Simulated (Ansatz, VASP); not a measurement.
One calculation of MgSb7, two programs

```
Mg Sb
1.0
     0.00000    5.22878    5.22878
     5.22878    0.00000    5.22878
     5.22878    5.22878    0.00000
Mg Sb
1 7
Direct
  0.00000 0.00000 0.00000
  0.46151 0.03849 0.03849
  0.03849 0.46151 0.46151
  0.03849 0.03849 0.46151
  0.46151 0.46151 0.03849
  0.46151 0.03849 0.46151
  0.03849 0.46151 0.03849
  0.75000 0.75000 0.75000
```

Alike in both runs: functional PBE; k mesh 6 × 6 × 6; occupations gaussian, width 0.1 eV; no spin polarisation.

Ansatz relaxed the structure, and its values are those at the end. VASP's run is a single point on that final structure, the one shown.

```csv
,VASP,Ansatz
version,VASP 6.6.1,Ansatz 0.2.0
potentials or method,"VASP PAW PBE potentials, release 64 (Mg, Sb), cutoff 600 eV","scalar-relativistic, plane waves, PAW"
valence electrons in the cell,37,115
```

```tsv
	VASP	Ansatz	Ansatz less VASP
gap on the k mesh at the Fermi level (eV)	none	none	-
pressure (GPa)	0.0	0.0	+0.02
```

A gap of «none» marks a metal or a gap that the smearing closes. The functional is the same, so the differences come from potentials, cutoffs and numerics. VASP's potentials hold 37 valence electrons a cell and Ansatz's 115, so a difference there can come from the potentials and not from the codes.

Spin-orbit coupling is off throughout.
